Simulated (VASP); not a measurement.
**C: single point with PBE**

The system is C.

```
C
1.0
     0.00000    1.78584    1.78584
     1.78584    0.00000    1.78584
     1.78584    1.78584    0.00000
C
2
Direct
  0.00000 0.00000 0.00000
  0.25000 0.25000 0.25000
```

| Property | Result |
| --- | --- |
| Program | VASP 6.6.1 |
| Task | single point |
| Functional | PBE |
| Potentials or basis | VASP PAW PBE potentials, release 64 (C) |
| Cutoff | 600 eV |
| k mesh | 12 × 12 × 12 |
| Occupations | gaussian, width 0.02 eV |
| Spin | no spin polarisation |

```json
{
 "Pressure": "0.0 GPa",
 "Band gap on the k mesh": "4.14 eV, indirect (least direct gap 5.58 eV)"
}
```

Levels at points of the mesh, in eV from the valence-band top:
```csv
k point,band 2,band 3,band 4,band 5,band 6,band 7
"(0.00, 0.00, 0.00)",0.00,0.00,0.00,5.58,5.58,5.58
"(0.50, 0.00, 0.00)",-13.33,-2.79,-2.79,8.44,8.44,8.79
"(0.50, 0.50, 0.00)",-12.73,-6.27,-6.27,4.75,4.75,16.74
```

It took 5.2 s on 1 thread of AMD EPYC 9R45 96-Core Processor (Zen 5), on a shared host, peak memory 0.09 GiB.

A k mesh can miss the band edges.
